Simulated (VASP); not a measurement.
# AlGa3N4 (R3m) in VASP: further runs, part 2 of 2

VASP 6.6.1.

## 3. Single point, LDA (12.15 Å³/atom)

File INCAR:

```
PREC     = Accurate       # precision mode
ENCUT    = 520            # plane-wave cutoff, eV
EDIFF    = 1E-7           # SCF threshold, eV
ISMEAR   = 0              # smearing method
SIGMA    = 0.05           # smearing width, eV
LREAL    = F              # projectors in reciprocal space
LASPH    = T              # aspherical terms in the spheres
NELM     = 100            # most SCF steps
ALGO     = Normal         # electronic algorithm
ISIF     = 2              # what is computed and relaxed
LWAVE    = F              # write WAVECAR
LCHARG   = F              # write CHGCAR
NBANDS   = 41             # bands
```

File KPOINTS:

```
Automatic mesh
0
Gamma
  6 6 6
```

File POSCAR:

```
AlGa3N4
1.0
    4.6068857223      0.2140762484      0.2140762484
    0.2140762484      4.6068857223      0.2140762484
    0.2140762484      0.2140762484      4.6068857223
Al Ga N
1 3 4
Direct
    0.0000000000      0.0000000000      0.0000000000
    0.5000000000      0.5000000000      0.0000000000
    0.5000000000      0.0000000000      0.5000000000
    0.0000000000      0.5000000000      0.5000000000
    0.7548078379      0.7548078379      0.2451921621
    0.7548078379      0.2451921621      0.7548078379
    0.2451921621      0.7548078379      0.7548078379
    0.2451921621      0.2451921621      0.2451921621
```

Potentials or basis: VASP PAW LDA potentials, release 64 (Al, Ga_d, N).

Launch:

```sh
$ cat potpaw_LDA.64/Al/POTCAR potpaw_LDA.64/Ga_d/POTCAR potpaw_LDA.64/N/POTCAR > POTCAR
$ mpirun -np 1 vasp_std > vasp.out
```

OUTCAR:

```text
PREC = Accurate
   ENCUT = 520
   EDIFF = 1E-7
   ISMEAR = 0
   LREAL = F
   LASPH = T
   NELM = 100
   ISIF = 2

 ion  position               nearest neighbor table
   1  0.000  0.000  0.000-   5 1.90   6 1.90   7 1.90   8 2.14   3 3.11   4 3.11   2 3.11   4 3.11
                             2 3.11   3 3.11
   2  0.500  0.500  0.000-   6 1.95   7 1.95   8 1.95   5 2.19   1 3.11   1 3.11
   3  0.500  0.000  0.500-   5 1.95   7 1.95   8 1.95   6 2.19   1 3.11   1 3.11
   4  0.000  0.500  0.500-   5 1.95   6 1.95   8 1.95   7 2.19   1 3.11   1 3.11
   5  0.755  0.755  0.245-   1 1.90   3 1.95   4 1.95   2 2.19
[... 1272 lines left out ...]
  Total       -8.2732885     -8.2732885     -8.2732885     -7.4158976     -7.4158976     -7.4158976
  in kB     -136.4272870   -136.4272870   -136.4272870   -122.2888328   -122.2888328   -122.2888328
  external PRESSURE =    -136.4272870 kB  Pullay stress =       0.0000000 kB

 VOLUME and BASIS-vectors are now :
 -----------------------------------------------------------------------------
  energy-cutoff  :      520.00
  volume of cell :       97.16
      direct lattice vectors                 reciprocal lattice vectors
     4.606885722  0.214076248  0.214076248     0.217965906 -0.009678841 -0.009678841
     0.214076248  4.606885722  0.214076248    -0.009678841  0.217965906 -0.009678841
     0.214076248  0.214076248  4.606885722    -0.009678841 -0.009678841  0.217965906

 POSITION                                       TOTAL-FORCE (eV/Angst)
 -----------------------------------------------------------------------------------
      0.00000      0.00000      0.00000         0.031241      0.031241      0.031241
      2.41048      2.41048      0.21408         0.012169      0.012169     -0.003599
      2.41048      0.21408      2.41048         0.012169     -0.003599      0.012169
      0.21408      2.41048      2.41048        -0.003599      0.012169      0.012169
      3.69139      3.69139      1.45275         0.014220      0.014220      0.022655
      3.69139      1.45275      3.69139         0.014220      0.022655      0.014220
      1.45275      3.69139      3.69139         0.022655      0.014220      0.014220
      1.23455      1.23455      1.23455        -0.103077     -0.103077     -0.103077
 -----------------------------------------------------------------------------------
    total drift:                               -0.000178     -0.000178     -0.000178

  FREE ENERGIE OF THE ION-ELECTRON SYSTEM (eV)
  ---------------------------------------------------
  free  energy   TOTEN  =       -56.5539684024 eV

  energy  without entropy=      -56.5539684024  energy(sigma->0) =      -56.55396840
```

OSZICAR:

```text
N       E                     dE             d eps       ncg     rms          rms(c)
DAV:   1     0.615729474236E+03    0.61573E+03   -0.28229E+04  2992   0.249E+03
DAV:   2     0.497519264285E+02   -0.56598E+03   -0.52745E+03  2800   0.628E+02
DAV:   3    -0.573210465355E+02   -0.10707E+03   -0.10368E+03  3027   0.191E+02
DAV:   4    -0.648630668109E+02   -0.75420E+01   -0.74644E+01  3571   0.535E+01
DAV:   5    -0.650576736709E+02   -0.19461E+00   -0.19433E+00  3154   0.834E+00    0.153E+01
DAV:   6    -0.565640316626E+02    0.84936E+01   -0.27882E+01  4555   0.573E+01    0.475E+00
DAV:   7    -0.566869139069E+02   -0.12288E+00   -0.35085E+00  3040   0.106E+01    0.374E+00
DAV:   8    -0.566007987904E+02    0.86115E-01   -0.78246E-01  4396   0.641E+00    0.134E+00
DAV:   9    -0.565525140036E+02    0.48285E-01   -0.19953E-01  3925   0.510E+00    0.490E-01
DAV:  10    -0.565540290317E+02   -0.15150E-02   -0.20901E-02  3120   0.888E-01    0.226E-01
DAV:  11    -0.565539668594E+02    0.62172E-04   -0.26638E-03  3807   0.516E-01    0.311E-02
DAV:  12    -0.565539648822E+02    0.19772E-05   -0.34690E-04  3680   0.208E-01    0.171E-02
DAV:  13    -0.565539681908E+02   -0.33086E-05   -0.45290E-05  3607   0.602E-02    0.100E-02
DAV:  14    -0.565539683860E+02   -0.19523E-06   -0.96275E-06  3648   0.468E-02    0.379E-03
DAV:  15    -0.565539684151E+02   -0.29043E-07   -0.22888E-06  3607   0.109E-02    0.251E-03
DAV:  16    -0.565539684024E+02    0.12708E-07   -0.22691E-07  2528   0.598E-03
   1 F= -.56553968E+02 E0= -.56553968E+02  d E =-.529670E-15
```

Wall time 65 s (1 thread of Intel Xeon 6975P-C (Granite Rapids), shared host); peak memory 0.23 GiB.

Results:

```yaml
Free_energy: -56.5540 eV
Pressure: -13.6 GPa
Largest_force: 0.179 eV/Å
Band_gap_on_the_k_mesh: 1.11 eV
```

Forces on the atoms (eV/Å):
```
Al   0.031  0.031  0.031
Ga   0.012  0.012 -0.004
Ga   0.012 -0.004  0.012
Ga  -0.004  0.012  0.012
N    0.014  0.014  0.023
N    0.014  0.023  0.014
N    0.023  0.014  0.014
N   -0.103 -0.103 -0.103
```

Caveat: the cell stands under tension.
